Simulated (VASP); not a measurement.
Set up this calculation in VASP 6.6.1, as the native input.

```
Task                   : electric field gradients
Functional             : r2SCAN
Potentials or basis    : VASP PAW PBE potentials, release 64 (Zr_sv, H)
Cutoff                 : 440 eV
k mesh                 : 12 × 12 × 12
Occupations            : fermi-dirac, width 0.03 eV
Spin                   : no spin polarisation
Dipole correction      : no
Further INCAR settings : ALGO = Normal; EDIFF = 1e-08; NBANDS = 14
```

ZrH2:

```
Zr H
1.0
     0.00000    2.40923    2.40923
     2.40923    0.00000    2.40923
     2.40923    2.40923    0.00000
Zr H
1 2
Cartesian
  0.0000 0.0000 0.0000
  3.6138 3.6138 3.6138
  1.2046 1.2046 1.2046
```

These files were run (other wordings do the same):

POSCAR

```
ZrH2
1.0
    0.0000000000      2.4092250000      2.4092250000
    2.4092250000      0.0000000000      2.4092250000
    2.4092250000      2.4092250000      0.0000000000
Zr H
1 2
Direct
    0.0000000000      0.0000000000      0.0000000000
    0.7500000000      0.7500000000      0.7500000000
    0.2500000000      0.2500000000      0.2500000000
```

INCAR.step1

```
SYSTEM = ZrH2
PREC = Accurate
ENCUT = 440
ISMEAR = -1
SIGMA = 0.03
LREAL = .False.
LASPH = .True.
NELM = 120
NBANDS = 14
GGA = PE
ALGO = Normal
EDIFF = 1E-5
LWAVE = .True.
LCHARG = .False.
GGA_COMPAT = .False.
```

INCAR.step2

```
SYSTEM = ZrH2
PREC = Accurate
ENCUT = 440
EDIFF = 1E-8
ISMEAR = -1
SIGMA = 0.03
LREAL = .False.
LASPH = .True.
NELM = 120
ALGO = Normal
ISIF = 2
LWAVE = .False.
LCHARG = .False.
METAGGA = R2SCAN
LMIXTAU = .True.
LEFG = .True.
NBANDS = 14
ISTART = 1
GGA_COMPAT = .False.
```

KPOINTS

```
Automatic mesh
0
Gamma
  12 12 12
  0 0 0
```

Potentials or basis: VASP PAW PBE potentials, release 64 (Zr_sv, H).

The run is started by

```bash
$ cat potpaw_PBE.64/Zr_sv/POTCAR potpaw_PBE.64/H/POTCAR > POTCAR
$ cp INCAR.step1 INCAR
$ mpirun -np 1 vasp_std > vasp.out
$ cp INCAR.step2 INCAR
$ mpirun -np 1 vasp_std > vasp.out
```

It gave:

```json
{
 "Pressure": "-1.9 GPa",
 "Band gap on the k mesh": "zero (band 7 reaches 8.87 eV, above the bottom of band 8 at 8.28 eV)"
}
```

Caveat: without QUAD_EFG the Cq values of the log hold for a quadrupole moment of 1 mb, not for the nuclei; the PAW data sets were made with another functional, which shifts forces and pressure a little.

It took 39 s on 1 thread of Intel(R) Xeon(R) 6975P-C (Granite Rapids) (shared host), peak memory 0.15 GiB.
